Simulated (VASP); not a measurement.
Input of a VASP 6.6.1 run:

File INCAR:

```
SYSTEM = MgO
PREC = Accurate ; ENCUT = 840
EDIFF = 1E-7 ; ISMEAR = 0
SIGMA = 0.02 ; LREAL = .FALSE.
LASPH = .TRUE. ; NELM = 120
ALGO = Normal ; ISIF = 3
LWAVE = .FALSE. ; LCHARG = .FALSE.
GGA = CA ; IBRION = 2
NSW = 100 ; EDIFFG = -0.002
GGA_COMPAT = .FALSE. ; NELMIN = 4
```

KPOINTS

```
regular mesh
0
G
  8 8 8
  0 0 0
```

The input POSCAR:

```
MgO
1.0
    0.0000000000      2.0816499855      2.0816499855
    2.0816499855      0.0000000000      2.0816499855
    2.0816499855      2.0816499855      0.0000000000
Mg O
1 1
Direct
    0.0000000000      0.0000000000      0.0000000000
    0.5000000000      0.5000000000      0.5000000000
```

Potentials or basis: VASP PAW LDA potentials, release 64 (Mg_sv, O).

Launch:

```sh
$ cat potpaw_LDA.64/Mg_sv/POTCAR potpaw_LDA.64/O/POTCAR > POTCAR
$ mpirun -np 1 vasp_std > vasp.out
```

(1) Estimate the space group after relaxing (to 0.1 Å).

(2) What does it give for the band gap on the k mesh?

Results:

(1) Fm-3m (No. 225).

(2) 5.01 eV.
